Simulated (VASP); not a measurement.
TiSi2, 3 atoms in the cell. The structure is orthorhombic, space group Immm (No. 71). Conventional cell: a = 2.946 Å, b = 3.424 Å, c = 8.424 Å, α = 90.00°, β = 90.00°, γ = 90.00°. Within 3.5 Å of Ti (site symmetry mmm) lie 10 Si at 2.67 to 2.78 Å and 4 Ti at 2.95 to 3.42 Å. Within 3.5 Å of Si (site symmetry mm2) lie 9 Si at 2.63 to 3.42 Å and 5 Ti at 2.67 to 2.78 Å. 

* Program: VASP 6.6.1
* Task: single point
* Functional: LDA
* Potentials or basis: VASP PAW LDA potentials, release 64 (Ti_sv, Si)
* Cutoff: 520 eV
* k mesh: 8 × 8 × 8
* Occupations: fermi-dirac, width 0.15 eV
* Spin: no spin polarisation
* Dipole correction: no
* Further INCAR settings: ALGO = Normal; EDIFF = 1e-07; NBANDS = 17

Potentials or basis: VASP PAW LDA potentials, release 64 (Ti_sv, Si).

The run is started by

```sh
$ cat potpaw_LDA.64/Ti_sv/POTCAR potpaw_LDA.64/Si/POTCAR > POTCAR
$ mpirun -np 1 vasp_std > vasp.out
```

Hardware: 1 thread of AMD EPYC 7R13, on a shared host.

Question: How long does it take, and how much memory?

Answer: Wall time 4.8 min on 1 thread of AMD EPYC 7R13, on a shared host, peak memory 0.18 GiB. Counts: scf iterations 15, k points 95.
